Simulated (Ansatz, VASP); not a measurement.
## NbP: VASP beside Ansatz

INCAR

```
  PREC = Accurate
  ENCUT = 520
  EDIFF = 1E-8
  ISMEAR = -1
  SIGMA = 0.03
  LREAL = False
  LASPH = True
  NELM = 100
  ALGO = Normal
  ISIF = 2
  LWAVE = False
  LCHARG = False
  GGA = CA
  LEFG = True
  NBANDS = 26
```

The input KPOINTS:

```
Automatic mesh
0
Gamma
  14 14 14
```

The input POSCAR:

```
NbP
1.0
   -1.6749232544      1.6749232544      5.7401081759
    1.6749232544     -1.6749232544      5.7401081759
    1.6749232544      1.6749232544     -5.7401081759
Nb P
2 2
Direct
    0.4998808000      0.4998808000      0.0000000000
    0.2498808000      0.7498808000      0.5000000000
    0.0827477700      0.0827477700      0.0000000000
    0.8327477700      0.3327477700      0.5000000000
```

Input for Ansatz:

```yaml
crystal:
  lattice:
    - [-1.6749232544, 1.6749232544, 5.7401081759]
    - [1.6749232544, -1.6749232544, 5.7401081759]
    - [1.6749232544, 1.6749232544, -5.7401081759]
  atoms:
    - { symbol: Nb, position: [0.4998808, 0.4998808, 0.0] }
    - { symbol: Nb, position: [0.2498808, 0.7498808, 0.5] }
    - { symbol: P, position: [0.08274777, 0.08274777, 0.0] }
    - { symbol: P, position: [0.83274777, 0.33274777, 0.5] }
kpoints:
  mp_grid: { grid: [14, 14, 14] }
  band_path:
    path:
      - [0.0, 0.0, 0.0]
      - [0.0, 0.0, 0.5]
      - [0.25, 0.25, 0.25]
      - [0.0, 0.5, 0.0]
      - [0.0, 0.0, 0.0]
      - [0.5, 0.5, -0.5]
      - [0.2712857854, 0.7287142146, -0.2712857854]
      - [-0.2712857854, 0.2712857854, 0.2712857854]
      - [0.0, 0.0, 0.0]
    npoints: 8
scf:
  occupations: { method: fermi_dirac, width: 0.03 }
hamiltonian:
  xc: lda
  pseudopotentials: { kind: paw }
output:
  forces: true
  stress: true
  eigenvalues: true
  efg: { contact_densities: true }
  populations: true
  bader: true
  dos: { projected: true, de: 0.2, e_range: [-14, 8] }
```

Alike in both runs: task electric field gradients; functional LDA; k mesh 14 × 14 × 14; occupations fermi-dirac, width 0.03 eV; no spin polarisation.

|  | VASP | Ansatz |
| --- | --- | --- |
| version | VASP 6.6.1 | Ansatz 0.2.0 |
| potentials or method | VASP PAW LDA potentials, release 64 (Nb_sv, P) | PAW with Ansatz's default frozen-core files, scalar-relativistic |
| plane-wave cutoff (eV) | 520 | 420 |
| valence electrons in the cell | 36 | 36 |

VASP gave:

```
pressure (GPa)                                                : -9.5
traceless stress, the component that is largest in VASP (GPa) : 0.18
rms of the force components (eV/Å)                            : 0.008
size of Vzz on the site where it differs most (V/Å²)          : 19.2
```

Q: Estimate Ansatz's values.

A: Pressure (GPa): -9.4; traceless stress, the component that is largest in VASP (GPa): 0.19; rms of the force components (eV/Å): 0.008; size of Vzz on the site where it differs most (V/Å²): 20.5.

LDA's correlation is that of Perdew and Zunger in VASP and of Perdew and Wang (1992) in Ansatz. Atom by atom the forces differ by 0.000 eV/Å (rms over components).
